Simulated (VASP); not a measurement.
# Ca3AsP (Pm-3m) in VASP: a series of runs

Aim: see how the results for Ca3AsP move with the level of theory and the settings. Levels: RPBE, revPBE. Tasks: relaxation of cell and atoms.

Everything below comes from runs of VASP 6.6.1. Logs are shortened: lines on timing, memory, paths and dates and some standing lists are left out, and cuts for length are marked.

### 1 The cell of the first run

Symmetry: Pm-3m, No. 221, cubic system. Conventional cell: a = 5.334 Å, b = 5.334 Å, c = 5.334 Å, α = 90.00°, β = 90.00°, γ = 90.00°. Within 5.0 Å of As (site symmetry m-3m) lie 12 Ca at 3.77 Å and 8 P at 4.62 Å. Ca (site symmetry 4/mmm) has 2 P at 2.67 Å within 3.5 Å. Within 3.5 Å of P (site symmetry m-3m) lie 6 Ca at 2.67 Å.

### 2 Relaxation of cell and atoms, RPBE

File INCAR:

```
SYSTEM = Ca3AsP
ALGO = Normal
EDIFF = 1E-7
EDIFFG = -0.01
ENCUT = 600
GGA = RP
IBRION = 2
ISIF = 3
ISMEAR = -1
LASPH = .True.
LCHARG = .False.
LREAL = .False.
LWAVE = .False.
NELM = 100
NSW = 60
PREC = Accurate
SIGMA = 0.05
```

File KPOINTS:

```
k-points
0
Gamma
  5 5 5
  0 0 0
```

File POSCAR:

```
Ca3AsP
1.0
    5.3338990000      0.0000000000      0.0000000000
    0.0000000000      5.3338990000      0.0000000000
    0.0000000000      0.0000000000      5.3338990000
As Ca P
1 3 1
Direct
    0.0000000000      0.0000000000      0.0000000000
    0.5000000000      0.5000000000      0.0000000000
    0.5000000000      0.0000000000      0.5000000000
    0.0000000000      0.5000000000      0.5000000000
    0.5000000000      0.5000000000      0.5000000000
```

Potentials or basis: VASP PAW PBE potentials, release 64 (As, Ca_sv, P).

Launch:

```
> cat potpaw_PBE.64/As/POTCAR potpaw_PBE.64/Ca_sv/POTCAR potpaw_PBE.64/P/POTCAR > POTCAR
> mpirun -np 1 vasp_std > vasp.out
```

OUTCAR:

```text
SYSTEM = Ca3AsP
   EDIFF = 1E-7
   EDIFFG = -0.01
   ENCUT = 600
   GGA = RP
   IBRION = 2
   ISIF = 3
   ISMEAR = -1
   LASPH = .True.
   LREAL = .False.
   NELM = 100
   NSW = 60
   PREC = Accurate

 ion  position               nearest neighbor table
   1  0.000  0.000  0.000-
   2  0.500  0.500  0.000-   5 2.67   5 2.67
   3  0.500  0.000  0.500-   5 2.67   5 2.67
   4  0.000  0.500  0.500-   5 2.67   5 2.67
   5  0.500  0.500  0.500-   2 2.67   3 2.67   4 2.67   2 2.67   3 2.67   4 2.67

  LATTYP: Found a simple cubic cell.
 ALAT       =     5.3338990000

  Lattice vectors:

 A1 = (   5.3338990000,   0.0000000000,   0.0000000000)
 A2 = (   0.0000000000,   5.3338990000,   0.0000000000)
 A3 = (   0.0000000000,   0.0000000000,   5.3338990000)

Analysis of symmetry for initial positions (statically):
=====================================================================
 Subroutine PRICEL returns:
 Original cell was already a primitive cell.

 Routine SETGRP: Setting up the symmetry group for a
 simple cubic supercell.

 Subroutine GETGRP returns: Found 48 space group operations
 (whereof 48 operations were pure point group operations)
 out of a pool of 48 trial point group operations.

The static configuration has the point symmetry O_h .

Analysis of symmetry for dynamics (positions and initial velocities):
=====================================================================
 Subroutine PRICEL returns:
 Original cell was already a primitive cell.

 Routine SETGRP: Setting up the symmetry group for a
 simple cubic supercell.

 Subroutine GETGRP returns: Found 48 space group operations
 (whereof 48 operations were pure point group operations)
 out of a pool of 48 trial point group operations.

The dynamic configuration has the point symmetry O_h .

 Subroutine INISYM returns: Found 48 space group operations
 (whereof 48 operations are pure point group operations),
 and found     1 'primitive' translations

----------------------------------------------------------------------------------------

                                     Primitive cell

  volume of cell :     151.7520

  direct lattice vectors                    reciprocal lattice vectors
     5.333899000  0.000000000  0.000000000     0.187480115  0.000000000  0.000000000
     0.000000000  5.333899000  0.000000000     0.000000000  0.187480115  0.000000000
     0.000000000  0.000000000  5.333899000     0.000000000  0.000000000  0.187480115

  length of vectors
[... 62 lines left out ...]
   NGXF,Y,Z  is equivalent  to a cutoff of  29.92, 29.92, 29.92 a.u.
 SYSTEM =  Ca3AsP
   PREC   = accura    normal or accurate (medium, high low for compatibility)
   ISTART =      0    job   : 0-new  1-cont  2-samecut
   ICHARG =      2    charge: 1-file 2-atom 10-const
   ISPIN  =      1    spin polarized calculation?
   LNONCOLLINEAR =      F non collinear calculations
   LSORBIT =      F    spin-orbit coupling
   LASPH  =      T    aspherical Exc in radial PAW
   ENCUT  =  600.0 eV  44.10 Ry    6.64 a.u.  10.65 10.65 10.65*2*pi/ulx,y,z
   NELM   =    100;   NELMIN=  2; NELMDL= -5     # of ELM steps
   EDIFF  = 0.1E-06   stopping-criterion for ELM
   LREAL  =      F    real-space projection
   EDIFFG = -.1E-01   stopping-criterion for IOM
   NSW    =     60    number of steps for IOM
   IBRION =      2    ionic relax: 0-MD 1-quasi-New 2-CG
   NFREE  =      1    steps in history (QN), initial steepest desc. (CG)
   ISIF   =      3    stress and relaxation
   ISYM   =      2    0-nonsym 1-usesym 2-fastsym
   POTIM  = 0.5000    time-step for ionic-motion
   TEBEG  =    0.0;   TEEND  =   0.0 temperature during run
   PSTRESS=    0.0 pullay stress
   NELECT =      40.0000    total number of electrons
   NUPDOWN=      -1.0000    fix difference up-down
   EMIN   =  10.00;   EMAX   =-10.00  energy-range for DOS
   EFERMI =   0.00;   METHOD = LEGACY
   ISMEAR =    -1;   SIGMA  =   0.05  broadening in eV -4-tet -1-fermi 0-gaus
   EFERMI_NEDOS =   21; number of points for ismear=-14 and -15
   IALGO  =     38    algorithm
   IMIX   =      4    mixing-type and parameters
     AMIX     =   0.40;   BMIX     =  1.00
     AMIX_MAG =   1.60;   BMIX_MAG =  1.00
  volume/ion in A,a.u.               =      30.35       204.81
  Fermi-wavevector in a.u.,A,eV,Ry     =   1.049663  1.983576 14.990806  1.101793
  Thomas-Fermi vector in A             =   2.184635
   LORBIT       =      0    0 simple, 1 ext, 2 COOP (PROOUT), +10 PAW based schemes
   GGA     = RP    functional components
   LHFCALC =     F    Hartree Fock is set to
   AEXX    =    0.0000 exact exchange contribution
   IVDW    =     0    specifies the selected vdW correction
   LEPSILON=     F    determine dielectric tensor
   LRPA    =     F    only Hartree local field effects (RPA)
 conjugate gradient relaxation of ions
 non-spin polarized calculation
  energy-cutoff  :      600.00
  volume of cell :      151.75
 maximum number of plane-waves:      5086
 NGX is ok and might be reduce to    48
   NGX = 21   NGY = 21   NGZ = 21

--------------------------------------- Ionic step        1  -------------------------------------------

 number of electron      40.0000002 magnetization

 Free energy of the ion-electron system (eV)
  ---------------------------------------------------
  ext. energy  EPLUGINS =         0.00000000
  ---------------------------------------------------
  free energy    TOTEN  =       -18.86699691 eV

  energy without entropy =      -18.86644065  energy(sigma->0) =      -18.86671878

------------------------ aborting loop because EDIFF is reached ----------------------------------------

  FORCE on cell =-STRESS in cart. coord.  units (eV):
  Direction    XX          YY          ZZ          XY          YZ          ZX
  --------------------------------------------------------------------------------------
  -------------------------------------------------------------------------------------
  Total        1.2594571      1.2594571      1.2594571     -0.0000000     -0.0000000     -0.0000000
  in kB       13.2971814     13.2971814     13.2971814     -0.0000000     -0.0000000     -0.0000000
  external PRESSURE =      13.2971814 kB  Pullay stress =       0.0000000 kB
[... 65 lines left out ...]
--------------------------------------- Ionic step        3  -------------------------------------------

 number of electron      39.9999996 magnetization

 Free energy of the ion-electron system (eV)
  ---------------------------------------------------
  ext. energy  EPLUGINS =         0.00000000
  ---------------------------------------------------
  free energy    TOTEN  =       -18.88830695 eV

  energy without entropy =      -18.88737953  energy(sigma->0) =      -18.88784324

 E-fermi :   2.6970     XC(G=0):  -8.1752

 val. band max:        2.5591235579   @ k =   0.0000   0.0000   0.0000
 cond. band min:       2.7728203497   @ k =   0.0000   0.0000   0.0000
 fundamental gap:      0.2136967918
 Fermi energy:         2.6969822749

 k-point     1 :       0.0000    0.0000    0.0000
  band No.  band energies     occupation
      1     -38.8060      2.00000
      2     -38.7853      2.00000
      3     -38.7853      2.00000
      4     -19.8369      2.00000
      5     -19.8369      2.00000
      6     -19.8369      2.00000
[... 291 lines left out ...]
  FREE ENERGIE OF THE ION-ELECTRON SYSTEM (eV)
  ---------------------------------------------------
  free  energy   TOTEN  =       -18.8883069462 eV

  energy  without entropy=      -18.8873795290  energy(sigma->0) =      -18.88784324

 reached required accuracy - stopping structural energy minimisation
```

Run time: 76 s. Hardware: 1 thread of Intel Xeon 6975P-C (Granite Rapids), shared host; peak memory 0.36 GiB.

What came out:

```yaml
Free_energy: -18.8883 eV
Relaxed_volume: 31.41 Å³/atom
Relaxed_cell: a = 5.395 Å, b = 5.395 Å, c = 5.395 Å, α = 90.00°, β = 90.00°, γ = 90.00°
Space_group_after_relaxing_to_0.05_Å: Pm-3m (No. 221)
Energy_gained_by_relaxing: 4.3 meV/atom
Ionic_steps: 3
Pressure_after_relaxing: 0.0 GPa
Band_gap_on_the_k_mesh: 0.21 eV, direct
```

Step by step:
```csv
step,energy change (eV),largest force (eV/Å),pressure (GPa),volume (Å³)
1,0.0000,0.0000,1.33,151.75
2,-0.0212,0.0000,-0.07,157.35
3,-0.0213,0.0000,0.00,157.04
```

Final structure:
```yaml
crystal:
  lattice:
    - [5.39518, 0.00000, 0.00000]
    - [0.00000, 5.39518, 0.00000]
    - [0.00000, 0.00000, 5.39518]
  atoms:
    - { symbol: As, position: [0.00000, 0.00000, 0.00000] }
    - { symbol: Ca, position: [0.50000, 0.50000, 0.00000] }
    - { symbol: Ca, position: [0.50000, 0.00000, 0.50000] }
    - { symbol: Ca, position: [0.00000, 0.50000, 0.50000] }
    - { symbol: P, position: [0.50000, 0.50000, 0.50000] }
```

Caveat: the PAW data sets were made with another functional, which shifts forces and pressure a little.

### 3 Relaxation of cell and atoms, revPBE

File INCAR:

```
SYSTEM = Ca3AsP
PREC = Accurate
ENCUT = 600
EDIFF = 1E-6
ISMEAR = -1
SIGMA = 0.05
LREAL = .FALSE.
LASPH = .TRUE.
NELM = 80
ALGO = Normal
ISIF = 3
LWAVE = .FALSE.
LCHARG = .FALSE.
GGA = RE
IBRION = 2
NSW = 60
EDIFFG = -0.01
```

File KPOINTS:

```
Automatic mesh
0
G
  5 5 5
  0 0 0
```

POSCAR is that of step 2.

Potentials or basis: VASP PAW PBE potentials, release 64 (As, Ca_sv, P).

Launch:

```
> cat potpaw_PBE.64/As/POTCAR potpaw_PBE.64/Ca_sv/POTCAR potpaw_PBE.64/P/POTCAR > POTCAR
> mpirun -np 1 vasp_std > vasp.out
```

OUTCAR:

```text
SYSTEM = Ca3AsP
   PREC = Accurate
   ENCUT = 600
   EDIFF = 1E-6
   ISMEAR = -1
   LREAL = .FALSE.
   LASPH = .TRUE.
   NELM = 80
   ISIF = 3
   GGA = RE
   IBRION = 2
   NSW = 60
   EDIFFG = -0.01

 ion  position               nearest neighbor table
   1  0.000  0.000  0.000-
   2  0.500  0.500  0.000-   5 2.67   5 2.67
   3  0.500  0.000  0.500-   5 2.67   5 2.67
   4  0.000  0.500  0.500-   5 2.67   5 2.67
   5  0.500  0.500  0.500-   2 2.67   3 2.67   4 2.67   2 2.67   3 2.67   4 2.67

  LATTYP: Found a simple cubic cell.
 ALAT       =     5.3338990000

  Lattice vectors:

 A1 = (   5.3338990000,   0.0000000000,   0.0000000000)
[... 174 lines left out ...]
  Direction    XX          YY          ZZ          XY          YZ          ZX
  --------------------------------------------------------------------------------------
  -------------------------------------------------------------------------------------
  Total        0.9727629      0.9727629      0.9727629      0.0000000     -0.0000000     -0.0000000
  in kB       10.2703021     10.2703021     10.2703021      0.0000000     -0.0000000     -0.0000000
  external PRESSURE =      10.2703021 kB  Pullay stress =       0.0000000 kB
[... 65 lines left out ...]
--------------------------------------- Ionic step        3  -------------------------------------------

 number of electron      39.9999997 magnetization

 Free energy of the ion-electron system (eV)
  ---------------------------------------------------
  ext. energy  EPLUGINS =         0.00000000
  ---------------------------------------------------
  free energy    TOTEN  =       -19.04902337 eV

  energy without entropy =      -19.04809084  energy(sigma->0) =      -19.04855710

 E-fermi :   2.7129     XC(G=0):  -8.2342

 val. band max:        2.5755877376   @ k =   0.0000   0.0000   0.0000
 cond. band min:       2.7881518332   @ k =   0.0000   0.0000   0.0000
 fundamental gap:      0.2125640956
 Fermi energy:         2.7128965463

 k-point     1 :       0.0000    0.0000    0.0000
  band No.  band energies     occupation
      1     -38.7363      2.00000
      2     -38.7147      2.00000
      3     -38.7147      2.00000
      4     -19.7855      2.00000
      5     -19.7855      2.00000
      6     -19.7855      2.00000
[... 291 lines left out ...]
  FREE ENERGIE OF THE ION-ELECTRON SYSTEM (eV)
  ---------------------------------------------------
  free  energy   TOTEN  =       -19.0490233670 eV

  energy  without entropy=      -19.0480908361  energy(sigma->0) =      -19.04855710

 reached required accuracy - stopping structural energy minimisation
```

OSZICAR:

```text
N       E                     dE             d eps       ncg     rms          rms(c)
DAV:   1     0.380433117867E+03    0.38043E+03   -0.21148E+04   480   0.170E+03
DAV:   2     0.841374505074E+01   -0.37202E+03   -0.36957E+03   520   0.441E+02
DAV:   3    -0.185830499261E+02   -0.26997E+02   -0.26209E+02   824   0.882E+01
[... 28 lines left out ...]
DAV:   4    -0.190490064567E+02   -0.74652E-05   -0.10104E-04   656   0.683E-02    0.117E-02
DAV:   5    -0.190490182035E+02   -0.11747E-04   -0.10931E-05   632   0.127E-02    0.699E-03
DAV:   6    -0.190490198652E+02   -0.16616E-05   -0.53924E-07   296   0.592E-03    0.477E-03
DAV:   7    -0.190490235713E+02   -0.37061E-05   -0.23377E-06   480   0.793E-03    0.733E-04
DAV:   8    -0.190490233670E+02    0.20434E-06   -0.20441E-07   288   0.340E-03
   3 F= -.19049023E+02 E0= -.19048557E+02  d E =-.127785E-01
```

Run time: 65 s. Hardware: 1 thread of Intel Xeon 6975P-C (Granite Rapids), shared host; peak memory 0.36 GiB.

What came out:

```
Free energy                            : -19.0490 eV
Relaxed volume                         : 31.16 Å³/atom
Relaxed cell                           : a = 5.381 Å, b = 5.381 Å, c = 5.381 Å, α = 90.00°, β = 90.00°, γ = 90.00°
Space group after relaxing (to 0.05 Å) : Pm-3m (No. 221)
Energy gained by relaxing              : 2.6 meV/atom
Ionic steps                            : 3
Pressure after relaxing                : 0.0 GPa
Band gap on the k mesh                 : 0.21 eV, direct
```

Step by step:
```csv
step,energy change (eV),largest force (eV/Å),pressure (GPa),volume (Å³)
1,0.0000,0.0000,1.03,151.75
2,-0.0127,0.0000,-0.06,156.07
3,-0.0128,0.0000,0.00,155.82
```

Final structure:
```xyz
5
Lattice="5.3811 0.0000 0.0000 0.0000 5.3811 0.0000 0.0000 0.0000 5.3811" Properties=species:S:1:pos:R:3 pbc="T T T"
As    0.0000    0.0000    0.0000
Ca    2.6906    2.6906    0.0000
Ca    2.6906    0.0000    2.6906
Ca    0.0000    2.6906    2.6906
P     2.6906    2.6906    2.6906
```

Caveat: the PAW data sets were made with another functional, which shifts forces and pressure a little.
